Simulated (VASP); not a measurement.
A run of VASP 6.6.1 is set up as follows.

File INCAR:

```
PREC = Accurate
ENCUT = 520
EDIFF = 1E-6
ISMEAR = -1
SIGMA = 0.05
LREAL = F
LASPH = T
NELM = 100
ALGO = Normal
ISIF = 2
LWAVE = F
LCHARG = F
GGA = PS
NBANDS = 53
```

The input KPOINTS:

```
regular mesh
0
Gamma
  6 6 2
```

Contents of POSCAR:

```
Hf2Pd2Se2Br2O3
1.0
    7.5866600000     -1.7097100000     -1.1757600000
    7.5866600000      1.7097100000     -1.1757600000
   -2.0244600000      0.0000000000     13.0515500000
Hf Pd Se Br O
2 2 2 2 3
Direct
    0.9451400000      0.9451400000      0.0614400000
    0.6062800000      0.6062800000      0.2830900000
    0.1792000000      0.1792000000      0.5096400000
    0.3228600000      0.3228600000      0.7430700000
    0.9223200000      0.9223200000      0.8456600000
    0.7899100000      0.7899100000      0.5880000000
    0.5864500000      0.5864500000      0.0452000000
    0.2460400000      0.2460400000      0.2865100000
    0.5970100000      0.5970100000      0.4212700000
    0.3855400000      0.3855400000      0.0730200000
    0.0309400000      0.0309400000      0.2216900000
```

Potentials or basis: VASP PAW PBE potentials, release 64 (Hf_pv, Pd, Se, Br, O).

The run is started by

```bash
$ cat potpaw_PBE.64/Hf_pv/POTCAR potpaw_PBE.64/Pd/POTCAR potpaw_PBE.64/Se/POTCAR potpaw_PBE.64/Br/POTCAR potpaw_PBE.64/O/POTCAR > POTCAR
$ mpirun -np 1 vasp_std > vasp.out
```

Estimate the largest force.

0.478 eV/Å.

Predict the band gap on the k mesh.

0.63 eV (least direct gap 0.64 eV).

Stress tensor (GPa, compression positive):
```
-2.06  0.00 -0.78
 0.00 -3.68  0.00
-0.78  0.00 -2.61
```

Caveat: the PAW data sets were made with another functional, which shifts forces and pressure a little; spin-orbit coupling is left out, which moves the levels of the heavy elements. A k mesh can miss the band edges.
